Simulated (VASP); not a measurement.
**HfC: single point with PBE**

Crystal: HfC.

```
Hf C
1.0
     0.00000    2.30940    2.30940
     2.30940    0.00000    2.30940
     2.30940    2.30940    0.00000
Hf C
1 1
Direct
  0.50000 0.50000 0.50000
  0.00000 0.00000 0.00000
```

- Program: VASP 6.6.1
- Task: single point
- Functional: PBE
- Potentials or basis: VASP PAW PBE potentials, release 64 (Hf_pv, C)
- Cutoff: 520 eV
- k mesh: 15 × 15 × 15
- Occupations: fermi-dirac, width 0.05 eV
- Spin: no spin polarisation
- Dipole correction: no
- Further INCAR settings: ALGO = Normal; EDIFF = 1e-06; NBANDS = 14

| Quantity | Value |
| --- | --- |
| Pressure | 4.5 GPa |
| Band gap on the k mesh | zero (bands 7 and 8 overlap by 1.44 eV) |

Levels at points of the mesh, in eV from the Fermi level:
```
           k point  band 5  band 6  band 7  band 8  band 9  band 10
(0.00, 0.00, 0.00)    1.04    1.04    1.04    1.43    1.43     1.43
```

Run time: 41 s on 1 thread of Intel Xeon 8259CL, with other jobs on the host, peak memory 0.17 GiB.

Caveat: the cell stands under pressure; spin-orbit coupling is left out, which moves the levels of the heavy elements.
